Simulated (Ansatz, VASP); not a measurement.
PtS2: VASP beside Ansatz

Contents of POSCAR:

```
PtS2
1.0
    1.7644429029      1.0187015850      5.5230462153
   -1.7644429029      1.0187015850      5.5230462153
    0.0000000000     -2.0374031699      5.5230462153
Pt S
1 2
Direct
    0.0000000000      0.0000000000      0.0000000000
    0.2583047871      0.2583047871      0.2583047871
    0.7416952129      0.7416952129      0.7416952129
```

Contents of INCAR.step1:

```
PREC = Accurate
ENCUT = 520
EDIFF = 1E-5
ISMEAR = 0
SIGMA = 0.01
LREAL = F
LASPH = T
NELM = 60
ALGO = Normal
ISIF = 2
LWAVE = T
NBANDS = 18
GGA = PE
```

File INCAR.step2:

```
PREC = Accurate
ENCUT = 520
EDIFF = 1E-6
ISMEAR = 0
SIGMA = 0.01
LREAL = F
LASPH = T
NELM = 60
ALGO = Normal
ISIF = 2
LWAVE = F
LCHARG = T
GGA = PE
LHFCALC = T
AEXX = 0.5
PRECFOCK = Normal
LELF = T
LVHAR = T
NBANDS = 18
ISTART = 1
```

The input KPOINTS:

```
regular mesh
0
Gamma
  4 4 4
```

Input for Ansatz:

```yaml
crystal:
  lattice:
    - [1.7644429029, 1.018701585, 5.5230462153]
    - [-1.7644429029, 1.018701585, 5.5230462153]
    - [0.0, -2.0374031699, 5.5230462153]
  atoms:
    - { symbol: Pt, position: [0.0, 0.0, 0.0] }
    - { symbol: S, position: [0.2583047871, 0.2583047871, 0.2583047871] }
    - { symbol: S, position: [0.7416952129, 0.7416952129, 0.7416952129] }
kpoints:
  mp_grid: { grid: [4, 4, 4] }
hamiltonian:
  xc: { exchange: pbe, correlation: pbe, exx: { coeff: 0.5 } }
scf:
  occupations: { method: fixed }
  n_extra_bands: 4
output:
  forces: true
  stress: true
  eigenvalues: true
```

Alike in both runs: task single point; functional PBE-based global hybrid with a share of 0.5 of exact exchange; k mesh 4 × 4 × 4; no spin polarisation.

|  | VASP | Ansatz |
| --- | --- | --- |
| version | VASP 6.6.1 | Ansatz 0.2.0 |
| potentials or method | VASP PAW PBE potentials, release 64 (Pt, S) | plane waves |
| plane-wave cutoff (eV) | 520 | 420 |
| occupations | gaussian, width 0.01 eV | fixed |
| valence electrons in the cell | 22 | 30 |

|  | VASP | Ansatz | Ansatz less VASP |
| --- | --- | --- | --- |
| gap on the k mesh at the Fermi level (eV) | 3.87 | 3.85 | -0.021 |
| pressure (GPa) | -5.7 | -5.1 | +0.62 |
| traceless stress, the component that is largest in VASP (GPa) | 1.81 | 1.82 | +0.014 |
| rms of the force components (eV/Å) | 0.372 | 0.353 | -0.0188 |

VASP's potentials were made for PBE, not for PBE-based global hybrid. Atom by atom the forces differ by 0.019 eV/Å (rms over components). VASP's potentials hold 22 valence electrons a cell and Ansatz's 30, so a difference there can come from the potentials and not from the codes. Ansatz's warnings: stress exchange threshold loose, stress scf threshold loose.

The k mesh is coarse, so the values compare programs but aren't converged. Spin-orbit coupling is off throughout.
